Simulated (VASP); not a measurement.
# MoS2 (P6_3/mmc) in VASP: further runs

Runs on MoS2. Level: PBEsol. Tasks: single point.

Everything below comes from runs of VASP 6.6.1. Logs are shortened: lines on timing, memory, paths and dates and some standing lists are left out, and cuts for length are marked.

## 1. The cell of the first run

Symmetry: P6_3/mmc, No. 194, hexagonal system. The conventional cell has a = 3.204 Å, b = 3.204 Å, c = 12.421 Å, α = 90.00°, β = 90.00°, γ = 120.00°. Within 3.2 Å of Mo (site symmetry -6m2) lie 6 S at 2.41 Å. S (site symmetry 3m) has 3 Mo at 2.41 Å and 1 S at 3.08 Å within 3.2 Å.

## 2. Single point, PBEsol (in-plane strain +0.02)

The input, INCAR:

```
SYSTEM = MoS2
  ALGO = Normal
  EDIFF = 1E-6
  ENCUT = 520
  GGA = PS
  ISIF = 2
  ISMEAR = 0
  LASPH = .True.
  LCHARG = .False.
  LREAL = .False.
  LWAVE = .False.
  NBANDS = 35
  NELM = 60
  PREC = Accurate
  SIGMA = 0.01
```

The input, KPOINTS:

```
k-points
0
Gamma
  6 6 2
  0 0 0
```

The input, POSCAR:

```
MoS2
1.0
    3.2042885218      0.0000000000      0.0000000000
   -1.6021442609      2.7749952610      0.0000000000
    0.0000000000      0.0000000000     12.4206328065
Mo S
2 4
Direct
    0.3333333333      0.6666666667      0.2500000000
    0.6666666667      0.3333333333      0.7500000000
    0.3333333333      0.6666666667      0.6259912579
    0.6666666667      0.3333333333      0.1259912579
    0.3333333333      0.6666666667      0.8740087421
    0.6666666667      0.3333333333      0.3740087421
```

Potentials or basis: VASP PAW PBE potentials, release 64 (Mo_sv, S).

On the command line:

```sh
> cat potpaw_PBE.64/Mo_sv/POTCAR potpaw_PBE.64/S/POTCAR > POTCAR
> mpirun -np 1 vasp_std > vasp.out
```

OUTCAR:

```text
SYSTEM = MoS2
   EDIFF = 1E-6
   ENCUT = 520
   GGA = PS
   ISIF = 2
   ISMEAR = 0
   LASPH = .True.
   LREAL = .False.
   NELM = 60
   PREC = Accurate

 ion  position               nearest neighbor table
   1  0.333  0.667  0.250-   4 2.41   6 2.41   4 2.41   6 2.41   4 2.41   6 2.41
   2  0.667  0.333  0.750-   3 2.41   5 2.41   3 2.41   5 2.41   3 2.41   5 2.41
   3  0.333  0.667  0.626-   2 2.41   2 2.41   2 2.41
   4  0.667  0.333  0.126-   1 2.41   1 2.41   1 2.41
   5  0.333  0.667  0.874-   2 2.41   2 2.41   2 2.41
   6  0.667  0.333  0.374-   1 2.41   1 2.41   1 2.41

  LATTYP: Found a hexagonal cell.
 ALAT       =     3.2042885218
 C/A-ratio  =     3.8762529410

  Lattice vectors:

 A1 = (   3.2042885218,   0.0000000000,   0.0000000000)
 A2 = (  -1.6021442609,   2.7749952610,   0.0000000000)
 A3 = (   0.0000000000,   0.0000000000,  12.4206328065)

Analysis of symmetry for initial positions (statically):
=====================================================================
 Subroutine PRICEL returns:
 Original cell was already a primitive cell.

 Routine SETGRP: Setting up the symmetry group for a
 hexagonal supercell.

 Subroutine GETGRP returns: Found 24 space group operations
 (whereof 12 operations were pure point group operations)
 out of a pool of 24 trial point group operations.

The static configuration has the point symmetry D_3d.
 The point group associated with its full space group is D_6h.

Analysis of symmetry for dynamics (positions and initial velocities):
=====================================================================
 Subroutine PRICEL returns:
 Original cell was already a primitive cell.

 Routine SETGRP: Setting up the symmetry group for a
 hexagonal supercell.

 Subroutine GETGRP returns: Found 24 space group operations
 (whereof 12 operations were pure point group operations)
 out of a pool of 24 trial point group operations.

The dynamic configuration has the point symmetry D_3d.
 The point group associated with its full space group is D_6h.

 Subroutine INISYM returns: Found 24 space group operations
 (whereof 12 operations are pure point group operations),
 and found     1 'primitive' translations

----------------------------------------------------------------------------------------

                                     Primitive cell

  volume of cell :     110.4428

  direct lattice vectors                    reciprocal lattice vectors
     3.204288522  0.000000000  0.000000000     0.312081760  0.180180488  0.000000000
    -1.602144261  2.774995261  0.000000000     0.000000000  0.360360976  0.000000000
     0.000000000  0.000000000 12.420632807     0.000000000  0.000000000  0.080511196

  length of vectors
     3.204288522  3.204288522 12.420632807     0.360360976  0.360360976  0.080511196

  position of ions in fractional coordinates (direct lattice)
     0.333333333  0.666666667  0.250000000
     0.666666667  0.333333333  0.750000000
     0.333333333  0.666666667  0.625991258
     0.666666667  0.333333333  0.125991258
     0.333333333  0.666666667  0.874008742
     0.666666667  0.333333333  0.374008742

  ion indices of the primitive-cell ions
   primitive index   ion index
                 1           1
                 2           2
                 3           3
                 4           4
                 5           5
                 6           6

----------------------------------------------------------------------------------------

 KPOINTS: k-points

Automatic generation of k-mesh.
 Grid dimensions read from file:
 generate k-points for:    6    6    2

 Generating k-lattice:

  Cartesian coordinates                     Fractional coordinates (reciprocal lattice)
     0.052013627  0.030030081  0.000000000     0.166666667  0.000000000  0.000000000
     0.000000000  0.060060163  0.000000000     0.000000000  0.166666667  0.000000000
     0.000000000  0.000000000  0.040255598     0.000000000  0.000000000  0.500000000

  Length of vectors
     0.060060163  0.060060163  0.040255598

  Shift w.r.t. Gamma in fractional coordinates (k-lattice)
     0.000000000  0.000000000  0.000000000

 Subroutine IBZKPT returns following result:
 ===========================================

 Found     14 irreducible k-points:

 Following reciprocal coordinates:
            Coordinates               Weight
  0.000000  0.000000  0.000000      1.000000
  0.166667  0.000000  0.000000      6.000000
  0.333333  0.000000  0.000000      6.000000
  0.500000  0.000000  0.000000      3.000000
  0.166667  0.166667  0.000000      6.000000
  0.333333  0.166667  0.000000     12.000000
  0.333333  0.333333  0.000000      2.000000
  0.000000  0.000000  0.500000      1.000000
  0.166667  0.000000  0.500000      6.000000
  0.333333  0.000000  0.500000      6.000000
  0.500000  0.000000  0.500000      3.000000
  0.166667  0.166667  0.500000      6.000000
  0.333333  0.166667  0.500000     12.000000
  0.333333  0.333333  0.500000      2.000000
   k-points           NKPTS =     14   k-points in BZ     NKDIM =     14   number of bands    NBANDS=     35
   number of dos      NEDOS =    301   number of ions     NIONS =      6
   total plane-waves  NPLWV =  55296
   dimension x,y,z NGX =    24 NGY =   24 NGZ =   96
   dimension x,y,z NGXF=    48 NGYF=   48 NGZF=  192
   ions per type =               2   4
   NGX,Y,Z   is equivalent  to a cutoff of  12.45, 12.45, 12.85 a.u.
   NGXF,Y,Z  is equivalent  to a cutoff of  24.90, 24.90, 25.70 a.u.
 SYSTEM =  MoS2
   PREC   = accura    normal or accurate (medium, high low for compatibility)
   ISTART =      0    job   : 0-new  1-cont  2-samecut
   ICHARG =      2    charge: 1-file 2-atom 10-const
   ISPIN  =      1    spin polarized calculation?
   LNONCOLLINEAR =      F non collinear calculations
   LSORBIT =      F    spin-orbit coupling
   LASPH  =      T    aspherical Exc in radial PAW
   ENCUT  =  520.0 eV  38.22 Ry    6.18 a.u.   5.96  5.96 23.09*2*pi/ulx,y,z
   NELM   =     60;   NELMIN=  2; NELMDL= -5     # of ELM steps
   EDIFF  = 0.1E-05   stopping-criterion for ELM
   LREAL  =      F    real-space projection
   EDIFFG = 0.1E-04   stopping-criterion for IOM
   NSW    =      0    number of steps for IOM
   IBRION =     -1    ionic relax: 0-MD 1-quasi-New 2-CG
   NFREE  =      0    steps in history (QN), initial steepest desc. (CG)
   ISIF   =      2    stress and relaxation
   ISYM   =      2    0-nonsym 1-usesym 2-fastsym
   POTIM  = 0.5000    time-step for ionic-motion
   TEBEG  =    0.0;   TEEND  =   0.0 temperature during run
   PSTRESS=    0.0 pullay stress
   NELECT =      52.0000    total number of electrons
   NUPDOWN=      -1.0000    fix difference up-down
   EMIN   =  10.00;   EMAX   =-10.00  energy-range for DOS
   EFERMI =   0.00;   METHOD = LEGACY
   ISMEAR =     0;   SIGMA  =   0.01  broadening in eV -4-tet -1-fermi 0-gaus
   EFERMI_NEDOS =   21; number of points for ismear=-14 and -15
   IALGO  =     38    algorithm
   IMIX   =      4    mixing-type and parameters
     AMIX     =   0.40;   BMIX     =  1.00
     AMIX_MAG =   1.60;   BMIX_MAG =  1.00
  volume/ion in A,a.u.               =      18.41       124.22
  Fermi-wavevector in a.u.,A,eV,Ry     =   1.273591  2.406739 22.069123  1.622035
  Thomas-Fermi vector in A             =   2.406406
   LORBIT       =      0    0 simple, 1 ext, 2 COOP (PROOUT), +10 PAW based schemes
   GGA     = PS    functional components
   LHFCALC =     F    Hartree Fock is set to
   AEXX    =    0.0000 exact exchange contribution
   IVDW    =     0    specifies the selected vdW correction
   LEPSILON=     F    determine dielectric tensor
   LRPA    =     F    only Hartree local field effects (RPA)
 non-spin polarized calculation
 Gauss-broadening in eV      SIGMA  =   0.01
  energy-cutoff  :      520.00
  volume of cell :      110.44
 maximum number of plane-waves:      3024
 NGX is ok and might be reduce to    24
   NGX = 11   NGY = 11   NGZ = 47

 number of electron      52.0000000 magnetization

 Free energy of the ion-electron system (eV)
  ---------------------------------------------------
  ext. energy  EPLUGINS =         0.00000000
  ---------------------------------------------------
  free energy    TOTEN  =       -46.83383950 eV

  energy without entropy =      -46.83383950  energy(sigma->0) =      -46.83383950

 E-fermi :   7.1642     XC(G=0): -10.8019

 val. band max:        7.1154710295   @ k =   0.0000   0.0000   0.0000
 cond. band min:       7.9024696225   @ k =   0.3333   0.3333   0.0000
 fundamental gap:      0.7869985930
 Fermi energy:         7.1641693860

 k-point     1 :       0.0000    0.0000    0.0000
  band No.  band energies     occupation
      1     -54.4023      2.00000
      2     -54.4023      2.00000
      3     -28.5719      2.00000
      4     -28.5718      2.00000
      5     -28.3834      2.00000
      6     -28.3834      2.00000
[... 27 lines left out ...]
     34       9.4747      0.00000
     35      12.2786      0.00000

 k-point     2 :       0.1667    0.0000    0.0000
  band No.  band energies     occupation
      1     -54.3936      2.00000
      2     -54.3936      2.00000
      3     -28.5541      2.00000
      4     -28.5540      2.00000
      5     -28.4741      2.00000
      6     -28.4741      2.00000
[... 27 lines left out ...]
     34       9.7487      0.00000
     35      13.7882      0.00000

 k-point     3 :       0.3333    0.0000    0.0000
  band No.  band energies     occupation
      1     -54.3761      2.00000
      2     -54.3761      2.00000
      3     -28.6515      2.00000
      4     -28.6515      2.00000
      5     -28.5183      2.00000
      6     -28.5183      2.00000
[... 27 lines left out ...]
     34      10.6116      0.00000
     35      13.6061      0.00000
[... 343 lines left out ...]
 k-point    13 :       0.3333    0.1667    0.5000
  band No.  band energies     occupation
      1     -54.3673      2.00000
      2     -54.3673      2.00000
      3     -28.6942      2.00000
      4     -28.6942      2.00000
      5     -28.5115      2.00000
      6     -28.5115      2.00000
[... 27 lines left out ...]
     34      10.8013      0.00000
     35      13.4968      0.00000

 k-point    14 :       0.3333    0.3333    0.5000
  band No.  band energies     occupation
      1     -54.3630      2.00000
      2     -54.3630      2.00000
      3     -28.6523      2.00000
      4     -28.6523      2.00000
      5     -28.6087      2.00000
      6     -28.6087      2.00000
[... 27 lines left out ...]
     34      11.1183      0.00000
     35      13.5500      0.00000

------------------------ aborting loop because EDIFF is reached ----------------------------------------

  FORCE on cell =-STRESS in cart. coord.  units (eV):
  Direction    XX          YY          ZZ          XY          YZ          ZX
  --------------------------------------------------------------------------------------
  -------------------------------------------------------------------------------------
  Total       -3.6807559     -3.6807559     -0.2323336      0.0000000      0.0000000      0.0000000
  in kB      -53.3961585    -53.3961585     -3.3704276      0.0000000      0.0000000      0.0000000
  external PRESSURE =     -36.7209149 kB  Pullay stress =       0.0000000 kB

 VOLUME and BASIS-vectors are now :
 -----------------------------------------------------------------------------
  energy-cutoff  :      520.00
  volume of cell :      110.44
      direct lattice vectors                 reciprocal lattice vectors
     3.204288522  0.000000000  0.000000000     0.312081760  0.180180488  0.000000000
    -1.602144261  2.774995261  0.000000000     0.000000000  0.360360976  0.000000000
     0.000000000  0.000000000 12.420632807     0.000000000  0.000000000  0.080511196

 POSITION                                       TOTAL-FORCE (eV/Angst)
 -----------------------------------------------------------------------------------
     -0.00000      1.85000      3.10516         0.000000     -0.000000      0.000000
      1.60214      0.92500      9.31547        -0.000000      0.000000      0.000000
     -0.00000      1.85000      7.77521         0.000000     -0.000000      0.041853
      1.60214      0.92500      1.56489        -0.000000      0.000000      0.041853
     -0.00000      1.85000     10.85574         0.000000     -0.000000     -0.041853
      1.60214      0.92500      4.64543        -0.000000      0.000000     -0.041853
 -----------------------------------------------------------------------------------
    total drift:                               -0.000000      0.000000     -0.000000

  FREE ENERGIE OF THE ION-ELECTRON SYSTEM (eV)
  ---------------------------------------------------
  free  energy   TOTEN  =       -46.8338394989 eV

  energy  without entropy=      -46.8338394989  energy(sigma->0) =      -46.83383950
```

It took 20 s on 1 thread of Intel Xeon 6975P-C (Granite Rapids), shared host; peak memory 0.23 GiB.

What came out:

* Free energy: -46.8338 eV
* Pressure: -3.7 GPa
* Largest force: 0.042 eV/Å
* Band gap on the k mesh: 0.79 eV, indirect (least direct gap 1.52 eV)

Forces on the atoms (eV/Å):
```
Mo   0.000  0.000  0.000
Mo   0.000  0.000  0.000
S    0.000  0.000  0.042
S    0.000  0.000  0.042
S    0.000  0.000 -0.042
S    0.000  0.000 -0.042
```

Stress tensor (GPa, compression positive):
```
-5.34  0.00  0.00
 0.00 -5.34  0.00
 0.00  0.00 -0.34
```

Levels at points of the mesh, in eV from the valence-band top:
```csv
k point,band 22,band 23,band 24,band 25,band 26,band 27,band 28,band 29,band 30,band 31
"(0.00, 0.00, 0.00)",-2.34,-2.34,-1.22,-1.05,0.00,1.96,1.96,1.98,1.98,2.21
"(0.50, 0.00, 0.00)",-2.44,-1.90,-1.74,-1.47,-1.33,1.39,1.44,1.84,2.04,2.77
"(0.00, 0.00, 0.50)",-2.36,-2.36,-2.36,-0.26,-0.26,1.97,1.97,1.97,1.97,2.29
"(0.50, 0.00, 0.50)",-2.56,-1.82,-1.82,-1.39,-1.39,1.41,1.41,1.95,1.95,3.11
```

Caveat: the cell differs from its parent crystal (in-plane strain +0.02); the PAW data sets were made with another functional, which shifts forces and pressure a little; this functional lacks dispersion, which binds the layers, so the pressure and a relaxed spacing across them are unreliable. A k mesh can miss the band edges.

## 3. Single point, PBEsol (in-plane strain +0.02, then relaxed in part)

The input, INCAR:

```
ALGO = Normal
EDIFF = 1E-7
ENCUT = 520
GGA = PS
ISIF = 2
ISMEAR = 0
LASPH = T
LCHARG = T
LELF = T
LREAL = F
LVHAR = T
LWAVE = F
NBANDS = 35
NELM = 60
PREC = Accurate
SIGMA = 0.01
```

The input, KPOINTS:

```
k-points
0
Gamma
  6 6 2
```

The input, POSCAR:

```
MoS2
1.0
    3.2042885218      0.0000000000      0.0000000000
   -1.6021442609      2.7749952610      0.0000000000
    0.0000000000      0.0000000000     12.4559747728
Mo S
2 4
Direct
    0.3333333333      0.6666666667      0.2500000000
    0.6666666667      0.3333333333      0.7500000000
    0.3333333333      0.6666666667      0.6265202522
    0.6666666667      0.3333333333      0.1265202522
    0.3333333333      0.6666666667      0.8734797478
    0.6666666667      0.3333333333      0.3734797478
```

Potentials or basis: VASP PAW PBE potentials, release 64 (Mo_sv, S).

On the command line:

```sh
> cat potpaw_PBE.64/Mo_sv/POTCAR potpaw_PBE.64/S/POTCAR > POTCAR
> mpirun -np 1 vasp_std > vasp.out
```

Wall time 24 s (1 thread of Intel Xeon 6975P-C (Granite Rapids), shared host); peak memory 0.23 GiB.

It converged, with:

| Quantity | Value |
| --- | --- |
| Free energy | -46.8342 eV |
| Pressure | -3.5 GPa |
| Band gap on the k mesh | 0.78 eV, indirect (least direct gap 1.52 eV) |

Forces in eV/Å, atoms in the order of the input:
```
Mo   0.000  0.000  0.000
Mo   0.000  0.000  0.000
S    0.000  0.000 -0.003
S    0.000  0.000 -0.003
S    0.000  0.000  0.003
S    0.000  0.000  0.003
```

Stress tensor (GPa, compression positive):
```
-5.20  0.00  0.00
 0.00 -5.20  0.00
 0.00  0.00  0.00
```

Levels at points of the mesh, in eV from the valence-band top:
| k point | band 24 | band 25 | band 26 | band 27 | band 28 | band 29 |
| --- | --- | --- | --- | --- | --- | --- |
| (0.00, 0.00, 0.00) | -1.24 | -1.04 | 0.00 | 1.97 | 1.97 | 1.98 |
| (0.50, 0.00, 0.00) | -1.75 | -1.46 | -1.33 | 1.40 | 1.44 | 1.85 |
| (0.00, 0.00, 0.50) | -2.36 | -0.26 | -0.26 | 1.97 | 1.97 | 1.97 |
| (0.50, 0.00, 0.50) | -1.82 | -1.39 | -1.39 | 1.41 | 1.41 | 1.95 |

Caveat: the cell differs from its parent crystal (in-plane strain +0.02, then relaxed in part); the PAW data sets were made with another functional, which shifts forces and pressure a little; this functional lacks dispersion, which binds the layers, so the pressure and a relaxed spacing across them are unreliable.
